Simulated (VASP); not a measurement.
# Co in VASP: a series of runs, part 2 of 2

VASP 6.6.1. Earlier steps stand in the parts before.

## (3) Single point, PBE, collinear spin, ferromagnetic start

This run uses another cell than the first one, of 18.85 Å³/atom, 0.805 times its volume.

Contents of INCAR:

```
SYSTEM = Co
PREC = Accurate
ENCUT = 520
EDIFF = 1E-6
ISMEAR = -1
SIGMA = 0.1
LREAL = .FALSE.
LASPH = .TRUE.
NELM = 150
ALGO = Normal
ISIF = 2
LWAVE = .FALSE.
LCHARG = .TRUE.
ISPIN = 2
MAGMOM = 1.7 1.7 1.7 1.7 1.7 1.7
LORBIT = 11
LMAXMIX = 4
LDIPOL = .TRUE.
IDIPOL = 3
DIPOL = 0.5 0.5 0.500
GGA = PE
LELF = .TRUE.
LVHAR = .TRUE.
LVACPOTAV = .TRUE.
NBANDS = 40
```

Contents of KPOINTS:

```
regular mesh
0
G
  15 15 1
  0 0 0
```

Contents of POSCAR:

```
Co
1.0
    2.4930397979      0.0000000000      0.0000000000
   -1.2465198990      2.1590357976      0.0000000000
    0.0000000000      0.0000000000     21.0100000000
Co
6
Direct
    0.8333333333      0.1666666667      0.2617796428
    0.1666666667      0.8333333333      0.3549502502
    0.8333333333      0.1666666667      0.4525290872
    0.1666666667      0.8333333333      0.5474707937
    0.8333333333      0.1666666667      0.6450497041
    0.1666666667      0.8333333333      0.7382203572
```

Potentials or basis: VASP PAW PBE potentials, release 64 (Co).

On the command line:

```
cat potpaw_PBE.64/Co/POTCAR > POTCAR
mpirun -np 1 vasp_std > vasp.out
```

Wall time 9.5 min (1 thread of Intel Xeon Platinum 8259CL at 2.50GHz (Skylake/Cascade Lake), shared host); peak memory 0.39 GiB.

The run converged. Its results:

```
Free energy                                           : -40.8839 eV
Largest force                                         : 0.032 eV/Å
Net moment                                            : 9.91 μB per cell
Site moments                                          : Co +1.73, +1.66, +1.63 μB
Valence electrons inside the program's atomic spheres : Co 8.14, 8.28, 8.27
```

Forces in eV/Å, atoms in the order of the input:
```
Co   0.000  0.000  0.032
Co   0.000  0.000 -0.005
Co   0.000  0.000 -0.004
Co   0.000  0.000  0.004
Co   0.000  0.000  0.005
Co   0.000  0.000 -0.032
```

Levels at points of the mesh, in eV from the Fermi level:
Spin up:
| k point | band 31 | band 32 | band 33 | band 34 | band 35 | band 36 |
| --- | --- | --- | --- | --- | --- | --- |
| (0.00, 0.00, 0.00) | -1.02 | -0.92 | -0.92 | -0.88 | -0.88 | -0.37 |
Spin down:
| k point | band 17 | band 18 | band 19 | band 20 | band 21 | band 22 | band 23 | band 24 | band 25 | band 26 |
| --- | --- | --- | --- | --- | --- | --- | --- | --- | --- | --- |
| (0.00, 0.00, 0.00) | -0.91 | -0.84 | -0.84 | -0.72 | -0.72 | -0.66 | -0.66 | -0.08 | -0.02 | -0.02 |

## (4) Single point, PBE, collinear spin, ferromagnetic start

Contents of INCAR:

```
PREC     = Accurate       # precision mode
ENCUT    = 520            # plane-wave cutoff, eV
EDIFF    = 1E-6           # SCF threshold, eV
ISMEAR   = -1             # smearing method
SIGMA    = 0.1            # smearing width, eV
LREAL    = False          # projectors in reciprocal space
LASPH    = True           # aspherical terms in the spheres
NELM     = 150            # most SCF steps
ALGO     = Normal         # electronic algorithm
ISIF     = 2              # what is computed and relaxed
LWAVE    = False          # write WAVECAR
LCHARG   = False          # write CHGCAR
ISPIN    = 2              # spin polarisation
MAGMOM   = 1.7 1.7 1.7 1.7 1.7 1.7 # initial moments
LORBIT   = 11             # projections on sites
LMAXMIX  = 4              # l up to which the mixer works
LDIPOL   = True         
IDIPOL   = 3            
DIPOL    = 0.5 0.5 0.500
GGA      = PE             # functional
NBANDS   = 40             # bands
```

Contents of KPOINTS:

```
regular mesh
0
Gamma
  15 15 1
```

Contents of POSCAR:

```
Co
1.0
    2.4930397870      0.0000000000      0.0000000000
   -1.2465198935      2.1590357882      0.0000000000
    0.0000000000      0.0000000000     26.0923000000
Co
6
Direct
    0.8333333333      0.1666666667      0.3081784037
    0.1666666667      0.8333333333      0.3832012344
    0.8333333333      0.1666666667      0.4617746657
    0.1666666667      0.8333333333      0.5382252921
    0.8333333333      0.1666666667      0.6167987697
    0.1666666667      0.8333333333      0.6918216344
```

Potentials or basis: VASP PAW PBE potentials, release 64 (Co).

On the command line:

```
cat potpaw_PBE.64/Co/POTCAR > POTCAR
mpirun -np 1 vasp_std > vasp.out
```

OUTCAR:

```text
PREC = Accurate
   ENCUT = 520
   EDIFF = 1E-6
   ISMEAR = -1
   LREAL = False
   LASPH = True
   NELM = 150
   ISIF = 2
   ISPIN = 2
   LORBIT = 11
   GGA = PE

 ion  position               nearest neighbor table
   1  0.833  0.167  0.308-   2 2.43   2 2.43   2 2.43
   2  0.167  0.833  0.383-   1 2.43   1 2.43   1 2.43   3 2.50   3 2.50   3 2.50
   3  0.833  0.167  0.462-   4 2.46   4 2.46   4 2.46   2 2.50   2 2.50   2 2.50
   4  0.167  0.833  0.538-   3 2.46   3 2.46   3 2.46   5 2.50   5 2.50   5 2.50
   5  0.833  0.167  0.617-   6 2.43   6 2.43   6 2.43   4 2.50   4 2.50   4 2.50
   6  0.167  0.833  0.692-   5 2.43   5 2.43   5 2.43

  LATTYP: Found a hexagonal cell.
 ALAT       =     2.4930397870
 C/A-ratio  =    10.4660583983

[... 2268 lines left out ...]
     -0.62326      1.79920      9.99860        -0.000000      0.000000     -0.005261
      1.86978      0.35984     12.04876        -0.000000      0.000000     -0.004075
     -0.62326      1.79920     14.04354         0.000000     -0.000000      0.004075
      1.86978      0.35984     16.09370         0.000000     -0.000000      0.005261
     -0.62326      1.79920     18.05122         0.000000      0.000000     -0.032067
 -----------------------------------------------------------------------------------
    total drift:                               -0.000000      0.000000      0.001070

  FREE ENERGIE OF THE ION-ELECTRON SYSTEM (eV)
  ---------------------------------------------------
  free  energy   TOTEN  =       -40.8838722760 eV

  energy  without entropy=      -40.7005272181  energy(sigma->0) =      -40.79219975

 vacuum level on the upper side and lower side of the slab         7.126         7.126

 total charge

# of ion       s       p       d       tot
------------------------------------------
    1        0.485   0.411   7.242   8.139
    2        0.488   0.526   7.268   8.281
    3        0.487   0.519   7.261   8.267
    4        0.487   0.519   7.261   8.267
    5        0.488   0.526   7.268   8.281
    6        0.485   0.411   7.242   8.139
--------------------------------------------------
tot          2.922   2.911  43.542  49.375

 magnetization (x)

# of ion       s       p       d       tot
------------------------------------------
    1       -0.011  -0.040   1.779   1.728
    2       -0.015  -0.055   1.728   1.657
    3       -0.014  -0.054   1.695   1.627
    4       -0.014  -0.054   1.695   1.627
    5       -0.015  -0.055   1.728   1.657
    6       -0.011  -0.040   1.779   1.728
--------------------------------------------------
tot         -0.081  -0.298  10.404  10.026
```

OSZICAR:

```text
N       E                     dE             d eps       ncg     rms          rms(c)
DAV:   1     0.409265668835E+03    0.40927E+03   -0.23818E+04  4320   0.150E+03
DAV:   2    -0.169943640686E+02   -0.42626E+03   -0.40131E+03  4336   0.324E+02
DAV:   3    -0.465515718517E+02   -0.29557E+02   -0.27455E+02  4736   0.125E+02
[... 30 lines left out ...]
DAV:  34    -0.408835903580E+02   -0.71745E-03   -0.13905E-05  4112   0.213E-02    0.366E-02
DAV:  35    -0.408838048015E+02   -0.21444E-03   -0.76876E-06  3848   0.240E-02    0.216E-02
DAV:  36    -0.408838672380E+02   -0.62436E-04   -0.28709E-06  3096   0.111E-02    0.158E-02
DAV:  37    -0.408838718204E+02   -0.45824E-05   -0.81481E-07  2976   0.638E-03    0.127E-02
DAV:  38    -0.408838722760E+02   -0.45565E-06   -0.94683E-07  2864   0.934E-03
   1 F= -.40883872E+02 E0= -.40792200E+02  d E =-.183345E+00  mag=     9.9132
```

stdout:

```text
POSCAR found type information on POSCAR Co
 POSCAR found :  1 types and       6 ions
 scaLAPACK will be used
 LDA part: xc-table for (Slater+PW92), standard interpolation
 POSCAR, INCAR and KPOINTS ok, starting setup
 FFT: planning ... GRIDC
 FFT: planning ... GRID_SOFT
 FFT: planning ... GRID
 WAVECAR not read
 entering main loop
```

It used 2100 s of CPU time on 1 thread of AMD EPYC 7R13 Processor (Zen 3), on a shared host.

What came out:

```
Free energy                                           : -40.8839 eV
Largest force                                         : 0.032 eV/Å
Net moment                                            : 9.91 μB per cell
Site moments                                          : Co +1.73, +1.66, +1.63 μB
Valence electrons inside the program's atomic spheres : Co 8.14, 8.28, 8.27
```

Forces in eV/Å, atoms in the order of the input:
```
Co   0.000  0.000  0.032
Co   0.000  0.000 -0.005
Co   0.000  0.000 -0.004
Co   0.000  0.000  0.004
Co   0.000  0.000  0.005
Co   0.000  0.000 -0.032
```
